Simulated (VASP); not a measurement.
A run of VASP 6.6.1 is set up as follows.

The input POSCAR:

```
C
1.0
    0.0000000000      1.7675122453      1.7675122453
    1.7675122453      0.0000000000      1.7675122453
    1.7675122453      1.7675122453      0.0000000000
C
2
Direct
    0.5000000000      0.5000000000      0.5000000000
    0.7500000000      0.7500000000      0.7500000000
```

File INCAR.step1:

```
PREC = Accurate ; ENCUT = 1430
ISMEAR = 0 ; SIGMA = 0.01
LREAL = F ; LASPH = T
NELM = 120 ; NBANDS = 11
GGA = PE ; ALGO = Normal
EDIFF = 1E-5 ; LWAVE = T
LCHARG = F ; GGA_COMPAT = F
```

File INCAR.step2:

```
PREC = Accurate ; ENCUT = 1430
EDIFF = 1E-6 ; ISMEAR = 0
SIGMA = 0.01 ; LREAL = F
LASPH = T ; NELM = 120
ALGO = Normal ; ISIF = 2
LWAVE = F ; LCHARG = T
METAGGA = R2SCAN ; LMIXTAU = T
LELF = T ; LVHAR = T
NBANDS = 11 ; ISTART = 1
GGA_COMPAT = F
```

The input KPOINTS:

```
regular mesh
0
Gamma
  12 12 12
```

Potentials or basis: VASP PAW PBE potentials, release 64 (C_h).

Launch:

```console
$ cat potpaw_PBE.64/C_h/POTCAR > POTCAR
$ cp INCAR.step1 INCAR
$ mpirun -np 1 vasp_std > vasp.out
$ cp INCAR.step2 INCAR
$ mpirun -np 1 vasp_std > vasp.out
```

(1) Estimate the band gap on the k mesh.

(2) Predict the pressure.

## Answers

(1) 4.44 eV (least direct gap 5.96 eV).

(2) 9.4 GPa.

Caveat: the cell stands under pressure; the PAW data sets were made with another functional, which shifts forces and pressure a little.
